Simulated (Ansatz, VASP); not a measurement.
Two plane-wave programs on Pt

File INCAR:

```
SYSTEM = Pt
PREC = Accurate
ENCUT = 520
EDIFF = 1E-6
ISMEAR = 0
SIGMA = 0.15
LREAL = .FALSE.
LASPH = .TRUE.
NELM = 80
ALGO = Fast
ISIF = 2
LWAVE = .FALSE.
LCHARG = .TRUE.
GGA = PS
LELF = .TRUE.
LVHAR = .TRUE.
NBANDS = 11
```

File KPOINTS:

```
regular mesh
0
G
  22 22 22
  0 0 0
```

POSCAR

```
Pt
1.0
   -1.5604567000      1.5842200000      1.5842200000
    1.5604567000     -1.5842200000      1.5842200000
    1.5604567000      1.5842200000     -1.5842200000
Pt
1
Direct
    0.0000000000      0.0000000000      0.0000000000
```

Input for Ansatz:

```yaml
crystal:
  lattice:
    - [-1.5604567, 1.58422, 1.58422]
    - [1.5604567, -1.58422, 1.58422]
    - [1.5604567, 1.58422, -1.58422]
  atoms:
    - { symbol: Pt, position: [0.0, 0.0, 0.0] }
basis:
  ecutwfc: 420
kpoints:
  mp_grid: { grid: [22, 22, 22] }
hamiltonian:
  xc: pbesol
scf:
  occupations: { method: gaussian, width: 0.15 }
output:
  forces: true
  stress: true
  eigenvalues: true
```

Change from the starting cell: strain -0.0150 x Voigt [1, 0, 0, 0, 0, 0], atoms carried along.

Alike in both runs: task single point; functional PBEsol; k mesh 22 × 22 × 22; occupations gaussian, width 0.15 eV; no spin polarisation.

```csv
,VASP,Ansatz
version,VASP 6.6.1,Ansatz 0.2.0
potentials or method,"VASP PAW PBE potentials, release 64 (Pt), cutoff 520 eV","scalar-relativistic, plane waves, PAW"
valence electrons in the cell,10,18
```

```tsv
	VASP	Ansatz	Ansatz less VASP
gap on the k mesh at the Fermi level (eV)	none	none	-
pressure (GPa)	-7.9	-7.5	+0.37
traceless stress, the component that is largest in VASP (GPa)	-1.07	-1.07	-0.001
```

VASP's potentials were made for PBE, not for PBEsol. A gap of «none» marks a metal or a gap that the smearing closes. VASP's potentials hold 10 valence electrons a cell and Ansatz's 18, so a difference there can come from the potentials and not from the codes.

Neither program's run includes spin-orbit coupling.
